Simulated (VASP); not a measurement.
# CdSe (F-43m) in VASP: dielectric tensor with r2SCAN

Aim: the dielectric tensor of CdSe with r2SCAN.

Everything below comes from runs of VASP 6.6.1. Logs are shortened: lines on timing, memory, paths and dates and some standing lists are left out, and cuts for length are marked.

**1. The cell of the first run**

It takes space group F-43m (No. 216, cubic). The conventional cell has a = 6.136 Å, b = 6.136 Å, c = 6.136 Å, α = 90.00°, β = 90.00°, γ = 90.00°. Within 3.5 Å of Cd (site symmetry -43m) lie 4 Se at 2.66 Å. Se (site symmetry -43m) has 4 Cd at 2.66 Å within 3.5 Å.

**2. Dielectric tensor, r2SCAN**

INCAR

```
SYSTEM = CdSe
ALGO = Normal ; EDIFF = 1E-8
ENCUT = 520 ; ISIF = 2
ISMEAR = 0 ; LASPH = .TRUE.
LCALCEPS = .TRUE. ; LCHARG = .FALSE.
LMIXTAU = .TRUE. ; LREAL = .FALSE.
LWAVE = .FALSE. ; METAGGA = R2SCAN
NELM = 80 ; PREC = Accurate
SIGMA = 0.01
```

KPOINTS

```
k-points
0
G
  6 6 6
  0 0 0
```

POSCAR

```
CdSe
1.0
    0.0000000000      3.0677809654      3.0677809654
    3.0677809654      0.0000000000      3.0677809654
    3.0677809654      3.0677809654      0.0000000000
Cd Se
1 1
Direct
    0.0000000000      0.0000000000      0.0000000000
    0.2500000000      0.2500000000      0.2500000000
```

Potentials or basis: VASP PAW PBE potentials, release 64 (Cd, Se).

On the command line:

```
> cat potpaw_PBE.64/Cd/POTCAR potpaw_PBE.64/Se/POTCAR > POTCAR
> mpirun -np 1 vasp_std > vasp.out
```

OUTCAR:

```text
SYSTEM = CdSe
   EDIFF = 1E-8
   ENCUT = 520
   ISIF = 2
   ISMEAR = 0
   LASPH = .TRUE.
   LREAL = .FALSE.
   METAGGA = R2SCAN
   NELM = 80
   PREC = Accurate

 ion  position               nearest neighbor table
   1  0.000  0.000  0.000-   2 2.66   2 2.66   2 2.66   2 2.66
   2  0.250  0.250  0.250-   1 2.66   1 2.66   1 2.66   1 2.66

  LATTYP: Found a face centered cubic cell.
 ALAT       =     6.1355619308

  Lattice vectors:

 A1 = (   0.0000000000,   3.0677809654,   3.0677809654)
 A2 = (   3.0677809654,   0.0000000000,   3.0677809654)
 A3 = (   3.0677809654,   3.0677809654,   0.0000000000)

Analysis of symmetry for initial positions (statically):
=====================================================================
 Subroutine PRICEL returns:
 Original cell was already a primitive cell.

 Routine SETGRP: Setting up the symmetry group for a
 face centered cubic supercell.

 Subroutine GETGRP returns: Found 24 space group operations
 (whereof 24 operations were pure point group operations)
 out of a pool of 48 trial point group operations.

The static configuration has the point symmetry T_d .

Analysis of symmetry for dynamics (positions and initial velocities):
=====================================================================
 Subroutine PRICEL returns:
 Original cell was already a primitive cell.

 Routine SETGRP: Setting up the symmetry group for a
 face centered cubic supercell.

 Subroutine GETGRP returns: Found 24 space group operations
 (whereof 24 operations were pure point group operations)
 out of a pool of 48 trial point group operations.

The dynamic configuration has the point symmetry T_d .

 Subroutine INISYM returns: Found 24 space group operations
 (whereof 24 operations are pure point group operations),
 and found     1 'primitive' translations

----------------------------------------------------------------------------------------

                                     Primitive cell

  volume of cell :      57.7435

  direct lattice vectors                    reciprocal lattice vectors
     0.000000000  3.067780965  3.067780965    -0.162984257  0.162984257  0.162984257
     3.067780965  0.000000000  3.067780965     0.162984257 -0.162984257  0.162984257
     3.067780965  3.067780965  0.000000000     0.162984257  0.162984257 -0.162984257

  length of vectors
     4.338497448  4.338497448  4.338497448     0.282297013  0.282297013  0.282297013

[... 126 lines left out ...]

 k-point     1 :       0.0000    0.0000    0.0000
  band No.  band energies     occupation
      1     -12.4302      2.00000
      2      -7.6451      2.00000
      3      -7.6445      2.00000
      4      -7.6439      2.00000
      5      -7.2721      2.00000
      6      -7.2721      2.00000
      7       0.4402      2.00000
      8       0.4409      2.00000
      9       0.4411      2.00000
     10   10000.0000      0.00000
     11   10000.0000      0.00000
     12   10000.0000      0.00000
     13   10000.0000      0.00000
[... 354 lines left out ...]
  band No.  band energies     occupation
      1     -12.1647      2.00000
      2      -7.5521      2.00000
      3      -7.5317      2.00000
      4      -7.3791      2.00000
      5      -7.2463      2.00000
      6      -7.2457      2.00000
      7      -2.4952      2.00000
      8      -0.5571      2.00000
      9      -0.4887      2.00000
     10   10000.0000      0.00000
     11   10000.0000      0.00000
     12   10000.0000      0.00000
     13   10000.0000      0.00000

 [... further k-points ...]

------------------------ aborting loop because EDIFF is reached ----------------------------------------

            Ionic dipole moment: p[ion]=(     9.20334     9.20334     9.20334 ) |e| Angst

 Total electronic dipole moment: p[elc]=(     0.01363     0.01363     0.03076 ) |e| Angst

 MACROSCOPIC STATIC DIELECTRIC TENSOR (including local field effects)
 ------------------------------------------------------
           6.373503     0.000000    -0.000000
           0.000000     6.373503     0.000000
           0.000000     0.000000     6.373503
 ------------------------------------------------------

 PIEZOELECTRIC TENSOR (including local field effects) (e Angst)
          XX          YY          ZZ          XY          YZ          ZX
  --------------------------------------------------------------------------------
  x     0.00000    -0.00000    -0.00000    -0.00000    -2.29131    -0.00000
  y    -0.00000     0.00000    -0.00000     0.00000     0.00000    -2.29131
  z     0.00000     0.00000     0.00000    -2.29131     0.00000     0.00000

 PIEZOELECTRIC TENSOR (including local field effects) (C/m^2)
          XX          YY          ZZ          XY          YZ          ZX
  --------------------------------------------------------------------------------
  x     0.00000    -0.00000    -0.00000    -0.00000    -0.63576    -0.00000
  y    -0.00000     0.00000    -0.00000     0.00000     0.00000    -0.63576
  z     0.00000     0.00000     0.00000    -0.63576     0.00000     0.00000

 BORN EFFECTIVE CHARGES (including local field effects) (in |e|, cummulative output)
 ---------------------------------------------------------------------------------
 ion    1
    1     2.25831     0.00000     0.00000
    2     0.00000     2.25831     0.00000
    3     0.00000     0.00000     2.25831
 ion    2
    1    -2.25831     0.00000     0.00000
    2     0.00000    -2.25831    -0.00000
    3     0.00000    -0.00000    -2.25831

  FORCE on cell =-STRESS in cart. coord.  units (eV):
  Direction    XX          YY          ZZ          XY          YZ          ZX
  --------------------------------------------------------------------------------------
  -------------------------------------------------------------------------------------
  Total        0.0717494      0.0717494      0.0717494      0.0000000      0.0000000      0.0000000
  in kB        1.9907915      1.9907915      1.9907915      0.0000000      0.0000000      0.0000000
  external PRESSURE =       1.9907915 kB  Pullay stress =       0.0000000 kB

 VOLUME and BASIS-vectors are now :
 -----------------------------------------------------------------------------
  energy-cutoff  :      520.00
  volume of cell :       57.74
      direct lattice vectors                 reciprocal lattice vectors
     0.000000000  3.067780965  3.067780965    -0.162984257  0.162984257  0.162984257
     3.067780965  0.000000000  3.067780965     0.162984257 -0.162984257  0.162984257
     3.067780965  3.067780965  0.000000000     0.162984257  0.162984257 -0.162984257

 POSITION                                       TOTAL-FORCE (eV/Angst)
 -----------------------------------------------------------------------------------
      0.00000      0.00000      0.00000        -0.000000     -0.000000     -0.000000
      1.53389      1.53389      1.53389         0.000000      0.000000      0.000000
 -----------------------------------------------------------------------------------
    total drift:                               -0.000004     -0.000004     -0.000004

  FREE ENERGIE OF THE ION-ELECTRON SYSTEM (eV)
  ---------------------------------------------------
  free  energy   TOTEN  =       -35.9132115038 eV

  energy  without entropy=      -35.9132115038  energy(sigma->0) =      -35.91321150
```

stdout:

```text
POSCAR found type information on POSCAR CdSe
 POSCAR found :  2 types and       2 ions
 scaLAPACK will be used
 -----------------------------------------------------------------------------
|                                                                             |
[... 110 lines left out ...]
 p_tot=(  0.922E+01  0.923E+01  0.922E+01 )
dp_tot=(  0.123E-04  0.140E-01  0.124E-04 )  diag[e(oo)]=(    ---    5.39399    ---   )
 p_tot=(  0.922E+01  0.923E+01  0.922E+01 )
dp_tot=(  0.134E-04  0.155E-01  0.135E-04 )  diag[e(oo)]=(    ---    5.86382    ---   )
 p_tot=(  0.922E+01  0.923E+01  0.922E+01 )
dp_tot=(  0.127E-04  0.160E-01  0.128E-04 )  diag[e(oo)]=(    ---    6.00612    ---   )
 p_tot=(  0.922E+01  0.923E+01  0.922E+01 )
dp_tot=(  0.117E-04  0.161E-01  0.117E-04 )  diag
```

It took 17 min on 1 thread of Intel Xeon 6975P-C (Granite Rapids), shared host; peak memory 0.37 GiB.

What came out:

```
Band gap on the k mesh                  : 1.03 eV
Electronic dielectric tensor (diagonal) : 6.37
Born charges (mean of the diagonal)     : Cd +2.26; Se -2.26 e
```

Electronic dielectric tensor:
```
6.37 0.00 0.00
0.00 6.37 0.00
0.00 0.00 6.37
```

Born effective charge tensors (e):
atom 1, Cd
```
2.26 0.00 0.00
0.00 2.26 0.00
0.00 0.00 2.26
```
atom 2, Se
```
-2.26  0.00  0.00
 0.00 -2.26  0.00
 0.00  0.00 -2.26
```

Dipole moments of the cell (e·Å, modulo the quantum): ionic 9.203, 9.203, 9.203; electronic 0.014, 0.014, 0.031

Caveat: the structure was generated, so it needn't be the stable form of CdSe; the PAW data sets were made with another functional, which shifts forces and pressure a little.
